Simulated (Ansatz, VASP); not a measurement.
# One calculation of C, two programs

```
C
1.0
     0.00000    1.79572    1.79572
     1.78014    0.01558    1.78014
     1.78014    1.78014    0.01558
C
2
Direct
  0.50000 0.50000 0.50000
  0.75000 0.75000 0.75000
```

Change from the starting cell: strain +0.0175 x Voigt [0, 0, 0, 1, 0, 0], atoms carried along.

Alike in both runs: task single point; functional r2SCAN; k mesh 12 × 12 × 12; occupations gaussian, width 0.05 eV; no spin polarisation.

```csv
,VASP,Ansatz
version,VASP 6.6.1,Ansatz 0.2.0
potentials or method,"VASP PAW PBE potentials, release 64 (C_h), cutoff 910 eV","scalar-relativistic, plane waves, PAW"
valence electrons in the cell,8,8
```

```csv
,VASP,Ansatz,Ansatz less VASP
gap on the k mesh at the Fermi level (eV),4.36,4.36,-0.002
least direct gap on the mesh (eV),5.62,5.62,+0.001
rms of the force components (eV/Å),0.021,0.022,+0.0011
```

VASP's potentials were made for PBE, not for r2SCAN. Atom by atom the forces differ by 0.001 eV/Å (rms over components).

Noted on VASP's run: the cutoff is short for stress, so the pressure is rough.
